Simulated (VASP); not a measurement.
Runs of VASP 6.6.1 on BeZn2Se3. The structure is that of space group I-4m2 (No. 119), or close to it. The cells are those of the table. 

```csv
cell,gap on the mesh (eV),pressure (GPa),largest force (eV/Å)
"a = 8.761 Å, angles 154.5, 154.5, 36.4°, 6 atoms",(c),2.3,0.01
"a = 8.676 Å, angles 154.5, 154.5, 36.3°, 6 atoms",2.11,4.7,0.01
"a = 8.932 Å, angles 154.5, 154.5, 36.4°, 6 atoms",1.70,(a),0.02
"a = 8.847 Å, angles 154.5, 154.5, 36.4°, 6 atoms",1.83,0.2,0.01
"a = 9.013 Å, angles 154.5, 154.5, 36.4°, 6 atoms",1.58,(b),0.01
```

Alike in all rows: task single point; level PBE; potentials or basis VASP PAW PBE potentials, release 64 (Be, Zn, Se); no spin polarisation; k mesh 10 × 10 × 10; cutoff (eV) 520; smearing gaussian 0.02 eV.

**Question.** Fill in the values left out.

**Answer.** (a) -1.5; (b) -3.0; (c) 1.97.

Caveats: the cell stands under pressure (at least some runs); the cell stands under tension (at least some runs).

A k mesh can miss the band edges, and the runs leave out spin-orbit coupling on Se.
